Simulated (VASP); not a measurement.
Input of a VASP 6.6.1 run:

Contents of INCAR:

```
PREC = Accurate ; ENCUT = 520
EDIFF = 1E-7 ; ISMEAR = 0
SIGMA = 0.15 ; LREAL = False
LASPH = True ; NELM = 60
ALGO = Normal ; ISIF = 2
LWAVE = False ; LCHARG = False
GGA = CA ; NBANDS = 22
```

Contents of KPOINTS:

```
regular mesh
0
Gamma
  8 8 5
```

POSCAR

```
NbH
1.0
    1.8453670000     -2.3932010000      0.0000000000
    1.8453670000      2.3932010000      0.0000000000
    0.0000000000      0.0000000000      4.8042290000
Nb H
2 2
Direct
    0.7500000000      0.2500000000      0.2688390000
    0.2500000000      0.7500000000      0.7311610000
    0.2500000000      0.2500000000      0.0000000000
    0.7500000000      0.7500000000      0.0000000000
```

Potentials or basis: VASP PAW LDA potentials, release 64 (Nb_sv, H).

The run is started by

```bash
$ cat potpaw_LDA.64/Nb_sv/POTCAR potpaw_LDA.64/H/POTCAR > POTCAR
$ mpirun -np 1 vasp_std > vasp.out
```

Question: Predict the largest force.

Answer: 0.073 eV/Å.

Question: Estimate the band gap on the k mesh.

Answer: Zero (band 14 reaches 12.18 eV, above the bottom of band 15 at 9.51 eV).

Question: Estimate the pressure.

Answer: -10.2 GPa.

Forces in eV/Å, atoms in the order of the input:
```
Nb   0.000  0.000 -0.073
Nb   0.000  0.000  0.073
H    0.000  0.000  0.000
H    0.000  0.000  0.000
```
